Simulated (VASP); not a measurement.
Write the native input for VASP 6.6.1 that does the following.

```yaml
Task: single point
Functional: LDA
Potentials_or_basis: VASP PAW LDA potentials, release 64 (Sc_sv, Al)
Cutoff: 520 eV
k_mesh: 12 × 12 × 12
Occupations: gaussian, width 0.1 eV
Spin: no spin polarisation
Dipole_correction: no
Further_INCAR_settings: ALGO = Normal; EDIFF = 1e-06; NBANDS = 14
```

The structure of ScAl lies in POSCAR:

```
ScAl
1.0
    3.3076961071      0.0000000000      0.0000000000
    0.0000000000      3.3076961071      0.0000000000
    0.0000000000      0.0000000000      3.3076961071
Sc Al
1 1
Direct
    0.5000000000      0.5000000000      0.5000000000
    0.0000000000      0.0000000000      0.0000000000
```

These files were run (other wordings do the same):

INCAR

```
  PREC = Accurate
  ENCUT = 520
  EDIFF = 1E-6
  ISMEAR = 0
  SIGMA = 0.1
  LREAL = False
  LASPH = True
  NELM = 60
  ALGO = Normal
  ISIF = 2
  LWAVE = False
  LCHARG = False
  NBANDS = 14
```

KPOINTS

```
Automatic mesh
0
Gamma
  12 12 12
```

Potentials or basis: VASP PAW LDA potentials, release 64 (Sc_sv, Al).

Command:

```bash
$ cat potpaw_LDA.64/Sc_sv/POTCAR potpaw_LDA.64/Al/POTCAR > POTCAR
$ mpirun -np 1 vasp_std > vasp.out
```

Results of the run:

```
Pressure               : 0.2 GPa
Band gap on the k mesh : zero (bands 7 and 8 overlap by 1.15 eV)
```

It took 34 s on 1 thread of Intel(R) Xeon(R) Platinum 8259CL CPU @ 2.50GHz (Skylake/Cascade Lake), with other jobs on the host, peak memory 0.17 GiB.
